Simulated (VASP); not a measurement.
Runs of VASP 6.6.1 on MgI2. The structure is that of space group P-3m1 (No. 164), or close to it. The cells are those of the table. 

| cell | gap on the mesh (eV) | pressure (GPa) | largest force (eV/Å) |
| --- | --- | --- | --- |
| a = 4.070, b = 4.070, c = 6.763 Å, angles 90.0, 90.0, 120.0°, 3 atoms | 4.16 | 1.9 | 0.09 |
| a = 3.997, b = 3.997, c = 6.643 Å, angles 90.0, 90.0, 120.0°, 3 atoms | 4.19 | 4.4 | 0.19 |
| a = 4.208, b = 4.208, c = 6.993 Å, angles 90.0, 90.0, 120.0°, 3 atoms | 4.05 | (c) | 0.51 |
| a = 4.241, b = 4.241, c = 7.048 Å, angles 90.0, 90.0, 120.0°, 3 atoms | 4.02 | (a) | 0.59 |
| a = 4.174, b = 4.174, c = 6.937 Å, angles 90.0, 90.0, 120.0°, 3 atoms | 4.08 | -0.7 | 0.42 |
| a = 4.140, b = 4.140, c = 6.880 Å, angles 90.0, 90.0, 120.0°, 3 atoms | (b) | 0.1 | 0.32 |

Alike in all rows: task single point; level r2SCAN; potentials or basis VASP PAW PBE potentials, release 64 (Mg, I); no spin polarisation; k mesh 5 × 5 × 3; cutoff (eV) 660; smearing gaussian 0.01 eV.

Q: Fill in the values left out.

A: (a) -1.9; (b) 4.11; (c) -1.3.

Caveats: the PAW data sets were made with another functional, which shifts forces and pressure a little; spin-orbit coupling is left out, which moves the levels of the heavy elements; the cell stands under pressure (at least some runs).

A k mesh can miss the band edges, and the runs leave out spin-orbit coupling on I.
